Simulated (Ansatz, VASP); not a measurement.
## CsSe: VASP beside Ansatz

```xyz
4
Lattice="0.0000 4.2534 4.2534 4.2534 0.0000 4.2534 4.2534 4.2534 0.0000" Properties=species:S:1:pos:R:3 pbc="T T T"
Cs    4.2534    4.2534    4.2534
Cs    6.3801    6.3801    6.3801
Se    0.0000    0.0000    0.0000
Se    2.1267    2.1267    2.1267
```

Alike in both runs: task relaxation of cell and atoms; functional PBE; k mesh 10 × 10 × 10; occupations gaussian, width 0.1 eV; no spin polarisation.

```csv
,VASP,Ansatz
version,VASP 6.6.1,Ansatz 0.2.0
potentials or method,"VASP PAW PBE potentials, release 64 (Cs_sv, Se), cutoff 600 eV","scalar-relativistic, plane waves, PAW"
valence electrons in the cell,30,50
```

|  | VASP | Ansatz | Ansatz less VASP |
| --- | --- | --- | --- |
| gap on the k mesh at the Fermi level, each at its own relaxed structure (eV) | none | none | - |
| relaxed volume (Å³/atom) | 38.35 | 38.11 | -0.239 |
| relaxed cell length with the largest relative difference (Å) | 6.009 | 5.996 | -0.0125 |

A gap of «none» marks a metal or a gap that the smearing closes. VASP's potentials hold 30 valence electrons a cell and Ansatz's 50, so a difference there can come from the potentials and not from the codes.

Neither program's run includes spin-orbit coupling.
